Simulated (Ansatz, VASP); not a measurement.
# One calculation of Cu, two programs

```
CELL_PARAMETERS angstrom
0.00000 1.82500 1.82500
1.82500 0.00000 1.82500
1.82500 1.82500 0.00000
ATOMIC_POSITIONS crystal
Cu 0.00000 0.00000 0.00000
```

Alike in both runs: task relaxation of cell and atoms; functional RPBE; k mesh 16 × 16 × 16; occupations gaussian, width 0.1 eV; no spin polarisation.

|  | VASP | Ansatz |
| --- | --- | --- |
| version | VASP 6.6.1 | Ansatz 0.2.0 |
| potentials or method | VASP PAW PBE potentials, release 64 (Cu), cutoff 600 eV | scalar-relativistic, plane waves, PAW |
| valence electrons in the cell | 11 | 19 |

VASP gave:

* gap on the k mesh at the Fermi level, each at its own relaxed structure (eV): none
* relaxed volume (Å³/atom): 12.46
* relaxed cell length with the largest relative difference (Å): 2.603

Which values does Ansatz return?

gap on the k mesh at the Fermi level, each at its own relaxed structure (eV): none; relaxed volume (Å³/atom): 12.38; relaxed cell length with the largest relative difference (Å): 2.597.

VASP's potentials were made for PBE, not for RPBE. A gap of «none» marks a metal or a gap that the smearing closes. VASP's potentials hold 11 valence electrons a cell and Ansatz's 19, so a difference there can come from the potentials and not from the codes.
